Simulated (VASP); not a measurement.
A run of VASP 6.6.1:

The input POSCAR:

```
Mg
1.0
    3.2093000000      0.0000000000      0.0000000000
   -1.6046500000      2.7793353300      0.0000000000
    0.0000000000      0.0000000000      5.2103000000
Mg
2
Direct
    0.3333333300      0.6666666700      0.2500000000
    0.6666666700      0.3333333300      0.7500000000
```

The input INCAR.step1:

```
SYSTEM = Mg
PREC = Accurate
ENCUT = 520
ISMEAR = 0
SIGMA = 0.1
LREAL = .FALSE.
LASPH = .TRUE.
NELM = 60
NBANDS = 9
GGA = PE
ALGO = Normal
EDIFF = 1E-4
LWAVE = .TRUE.
LCHARG = .FALSE.
```

File INCAR.step2:

```
SYSTEM = Mg
PREC = Accurate
ENCUT = 520
EDIFF = 1E-6
ISMEAR = 0
SIGMA = 0.1
LREAL = .FALSE.
LASPH = .TRUE.
NELM = 60
ALGO = Normal
ISIF = 2
LWAVE = .FALSE.
LCHARG = .TRUE.
METAGGA = R2SCAN
LMIXTAU = .TRUE.
LELF = .TRUE.
LVHAR = .TRUE.
NBANDS = 9
ISTART = 1
```

The input KPOINTS:

```
regular mesh
0
G
  6 6 4
  0 0 0
```

Potentials or basis: VASP PAW PBE potentials, release 64 (Mg).

Launch:

```bash
$ cat potpaw_PBE.64/Mg/POTCAR > POTCAR
$ cp INCAR.step1 INCAR
$ mpirun -np 1 vasp_std > vasp.out
$ cp INCAR.step2 INCAR
$ mpirun -np 1 vasp_std > vasp.out
```

Hardware: 1 thread of Intel(R) Xeon(R) 6975P-C (Granite Rapids), on a shared host.

Problem. Estimate the wall time of this run.

Solution. Wall time 12 s on 1 thread of Intel(R) Xeon(R) 6975P-C (Granite Rapids) (shared host), peak memory 0.16 GiB. Counts: k points 21.
